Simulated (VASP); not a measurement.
# Lu (Im-3m) in VASP: a series of runs, part 2 of 2

VASP 6.6.1. The steps go on from the part before.

## Step 3: Single point, PBE (volume scaled by 0.975)

The input, INCAR:

```
PREC = Accurate ; ENCUT = 520
EDIFF = 1E-6 ; ISMEAR = -1
SIGMA = 0.05 ; LREAL = F
LASPH = T ; NELM = 60
ALGO = Normal ; ISIF = 2
LWAVE = F ; LCHARG = F
GGA = PE ; NBANDS = 18
```

The input, KPOINTS:

```
Automatic mesh
0
Gamma
  15 15 15
```

The input, POSCAR:

```
Lu
1.0
   -1.9376852643      1.9376852643      1.9376852643
    1.9376852643     -1.9376852643      1.9376852643
    1.9376852643      1.9376852643     -1.9376852643
Lu
1
Direct
    0.0000000000      0.0000000000      0.0000000000
```

Potentials or basis: VASP PAW PBE potentials, release 64 (Lu).

Started as:

```sh
> cat potpaw_PBE.64/Lu/POTCAR > POTCAR
> mpirun -np 1 vasp_std > vasp.out
```

OUTCAR:

```text
PREC = Accurate
   ENCUT = 520
   EDIFF = 1E-6
   ISMEAR = -1
   LREAL = F
   LASPH = T
   NELM = 60
   ISIF = 2
   GGA = PE

 ion  position               nearest neighbor table
   1  0.000  0.000  0.000-

  LATTYP: Found a body centered cubic cell.
 ALAT       =     3.8753705286

  Lattice vectors:

 A1 = (  -1.9376852643,   1.9376852643,   1.9376852643)
 A2 = (   1.9376852643,  -1.9376852643,   1.9376852643)
 A3 = (   1.9376852643,   1.9376852643,  -1.9376852643)

Analysis of symmetry for initial positions (statically):
=====================================================================
 Subroutine PRICEL returns:
 Original cell was already a primitive cell.

 Routine SETGRP: Setting up the symmetry group for a
 body centered cubic supercell.

 Subroutine GETGRP returns: Found 48 space group operations
 (whereof 48 operations were pure point group operations)
 out of a pool of 48 trial point group operations.

The static configuration has the point symmetry O_h .

Analysis of symmetry for dynamics (positions and initial velocities):
=====================================================================
 Subroutine PRICEL returns:
 Original cell was already a primitive cell.

 Routine SETGRP: Setting up the symmetry group for a
 body centered cubic supercell.

 Subroutine GETGRP returns: Found 48 space group operations
 (whereof 48 operations were pure point group operations)
 out of a pool of 48 trial point group operations.

The dynamic configuration has the point symmetry O_h .

 Subroutine INISYM returns: Found 48 space group operations
 (whereof 48 operations are pure point group operations),
 and found     1 'primitive' translations

----------------------------------------------------------------------------------------

[... 98 lines left out ...]
   POTIM  = 0.5000    time-step for ionic-motion
   TEBEG  =    0.0;   TEEND  =   0.0 temperature during run
   PSTRESS=    0.0 pullay stress
   NELECT =      25.0000    total number of electrons
   NUPDOWN=      -1.0000    fix difference up-down
   EMIN   =  10.00;   EMAX   =-10.00  energy-range for DOS
   EFERMI =   0.00;   METHOD = LEGACY
   ISMEAR =    -1;   SIGMA  =   0.05  broadening in eV -4-tet -1-fermi 0-gaus
   EFERMI_NEDOS =   21; number of points for ismear=-14 and -15
   IALGO  =     38    algorithm
   IMIX   =      4    mixing-type and parameters
     AMIX     =   0.40;   BMIX     =  1.00
     AMIX_MAG =   1.60;   BMIX_MAG =  1.00
  volume/ion in A,a.u.               =      29.10       196.38
  Fermi-wavevector in a.u.,A,eV,Ry     =   1.556270  2.940924 32.952986  2.421976
  Thomas-Fermi vector in A             =   2.660090
   LORBIT       =      0    0 simple, 1 ext, 2 COOP (PROOUT), +10 PAW based schemes
   GGA     = PE    functional components
   LHFCALC =     F    Hartree Fock is set to
   AEXX    =    0.0000 exact exchange contribution
   IVDW    =     0    specifies the selected vdW correction
   LEPSILON=     F    determine dielectric tensor
   LRPA    =     F    only Hartree local field effects (RPA)
 non-spin polarized calculation
  energy-cutoff  :      520.00
  volume of cell :       29.10
 maximum number of plane-waves:       802
 NGX is ok and might be reduce to    28
   NGX = 13   NGY = 13   NGZ = 13

 number of electron      24.9999992 magnetization

 Free energy of the ion-electron system (eV)
  ---------------------------------------------------
  ext. energy  EPLUGINS =         0.00000000
  ---------------------------------------------------
  free energy    TOTEN  =        -4.38768344 eV

  energy without entropy =       -4.36905954  energy(sigma->0) =       -4.37837149

 E-fermi :   2.3829     XC(G=0): -10.6758

 val. band max:        2.3778515589   @ k =   0.3333   0.1333   0.1333
 cond. band min:       2.4018757874   @ k =   0.2667   0.2000  -0.0000
 fundamental gap:      0.0240242284
 Fermi energy:         2.3828634044

 k-point     1 :       0.0000    0.0000    0.0000
  band No.  band energies     occupation
      1     -54.0202      2.00000
      2     -24.4376      2.00000
      3     -24.4376      2.00000
      4     -24.4376      2.00000
      5      -3.7837      2.00000
      6      -2.7831      2.00000
[... 481 lines left out ...]
      5      -2.7675      2.00000
      6      -2.7584      2.00000
[... 10 lines left out ...]
     17       9.3664      0.00000
     18      10.2893      0.00000

 [... further k-points ...]
[... 5 lines left out ...]
  --------------------------------------------------------------------------------------
  -------------------------------------------------------------------------------------
  Total        0.1633323      0.1633323      0.1633323      0.0000000      0.0000000      0.0000000
  in kB        8.9923475      8.9923475      8.9923475      0.0000000      0.0000000      0.0000000
  external PRESSURE =       8.9923475 kB  Pullay stress =       0.0000000 kB

 VOLUME and BASIS-vectors are now :
 -----------------------------------------------------------------------------
  energy-cutoff  :      520.00
  volume of cell :       29.10
      direct lattice vectors                 reciprocal lattice vectors
    -1.937685264  1.937685264  1.937685264     0.000000000  0.258039842  0.258039842
     1.937685264 -1.937685264  1.937685264     0.258039842  0.000000000  0.258039842
     1.937685264  1.937685264 -1.937685264     0.258039842  0.258039842  0.000000000

 POSITION                                       TOTAL-FORCE (eV/Angst)
 -----------------------------------------------------------------------------------
      0.00000      0.00000      0.00000         0.000000      0.000000     -0.000000
 -----------------------------------------------------------------------------------
    total drift:                               -0.000000     -0.000000     -0.000000

  FREE ENERGIE OF THE ION-ELECTRON SYSTEM (eV)
  ---------------------------------------------------
  free  energy   TOTEN  =        -4.3876834418 eV

  energy  without entropy=       -4.3690595350  energy(sigma->0) =       -4.37837149
```

OSZICAR:

```text
N       E                     dE             d eps       ncg     rms          rms(c)
DAV:   1     0.824653072384E+02    0.82465E+02   -0.10312E+04  5362   0.465E+03
DAV:   2     0.142700580185E+01   -0.81038E+02   -0.79407E+02  4544   0.365E+02
DAV:   3    -0.428185666907E+01   -0.57089E+01   -0.56542E+01  4840   0.723E+01
DAV:   4    -0.448190727854E+01   -0.20005E+00   -0.19894E+00  6130   0.112E+01
DAV:   5    -0.448621279091E+01   -0.43055E-02   -0.43040E-02  5046   0.148E+00    0.355E+00
DAV:   6    -0.441133992715E+01    0.74873E-01   -0.20395E-01  7052   0.716E+00    0.168E+00
DAV:   7    -0.438952491504E+01    0.21815E-01   -0.36785E-02  5826   0.152E+00    0.327E-01
DAV:   8    -0.438751962810E+01    0.20053E-02   -0.49950E-03  6758   0.777E-01    0.112E-01
DAV:   9    -0.438768292623E+01   -0.16330E-03   -0.48597E-04  5046   0.260E-01    0.378E-02
DAV:  10    -0.438768254995E+01    0.37628E-06   -0.68854E-05  5906   0.817E-02    0.129E-02
DAV:  11    -0.438768370623E+01   -0.11563E-05   -0.52535E-06  4934   0.237E-02    0.578E-03
DAV:  12    -0.438768344182E+01    0.26441E-06   -0.42126E-07  2846   0.873E-03
   1 F= -.43876834E+01 E0= -.43783715E+01  d E =-.186239E-01
```

stdout:

```text
POSCAR found type information on POSCAR Lu
 POSCAR found :  1 types and       1 ions
 scaLAPACK will be used
 LDA part: xc-table for (Slater+PW92), standard interpolation
 POSCAR, INCAR and KPOINTS ok, starting setup
 FFT: planning ... GRIDC
 FFT: planning ... GRID_SOFT
 FFT: planning ... GRID
 WAVECAR not read
 entering main loop
```

It took 55 s on 1 thread of Intel Xeon Platinum 8488C (Sapphire Rapids), shared host; peak memory 0.21 GiB.

Results:

```yaml
Free_energy: -4.3877 eV
Pressure: 0.9 GPa
```

Caveat: spin-orbit coupling is left out, which moves the levels of the heavy elements.

## Step 4: Single point, PBE (volume scaled by 1.025)

The input, INCAR:

```
PREC = Accurate
ENCUT = 520
EDIFF = 1E-7
ISMEAR = -1
SIGMA = 0.05
LREAL = False
LASPH = True
NELM = 60
ALGO = Normal
ISIF = 2
LWAVE = False
LCHARG = False
GGA = PE
NBANDS = 18
```

The input, KPOINTS:

```
regular mesh
0
Gamma
  15 15 15
```

The input, POSCAR:

```
Lu
1.0
   -1.9702574867      1.9702574867      1.9702574867
    1.9702574867     -1.9702574867      1.9702574867
    1.9702574867      1.9702574867     -1.9702574867
Lu
1
Direct
    0.0000000000      0.0000000000      0.0000000000
```

Started as:

```sh
> cat potpaw_PBE.64/Lu/POTCAR > POTCAR
> mpirun -np 1 vasp_std > vasp.out
```

Run time: 48 s. Hardware: 1 thread of Intel Xeon Platinum 8488C (Sapphire Rapids), shared host; peak memory 0.22 GiB.

The run converged. Its results:

```yaml
Free_energy: -4.3864 eV
Pressure: -1.2 GPa
```

Levels at points of the mesh, in eV from the Fermi level:
| k point | band 10 | band 11 | band 12 | band 13 | band 14 | band 15 |
| --- | --- | --- | --- | --- | --- | --- |
| (0.00, 0.00, 0.00) | -5.17 | -5.17 | -5.15 | 2.07 | 2.07 | 2.07 |

Caveat: spin-orbit coupling is left out, which moves the levels of the heavy elements.

## Step 5: Summary

```tsv
cell	gap on the mesh (eV)	pressure (GPa)
a = 3.327 Å, angles 109.5°, 1 atom	none	2.2
a = 3.356 Å, angles 109.5°, 1 atom	none	0.9
a = 3.413 Å, angles 109.5°, 1 atom	none	-1.2
```

Alike in all rows: task single point; level PBE; potentials or basis VASP PAW PBE potentials, release 64 (Lu); no spin polarisation; k mesh 15 × 15 × 15; cutoff (eV) 520; smearing fermi-dirac 0.05 eV.

Caveats: spin-orbit coupling is left out, which moves the levels of the heavy elements.

Absolute energies hang on the potentials; compare differences alone.
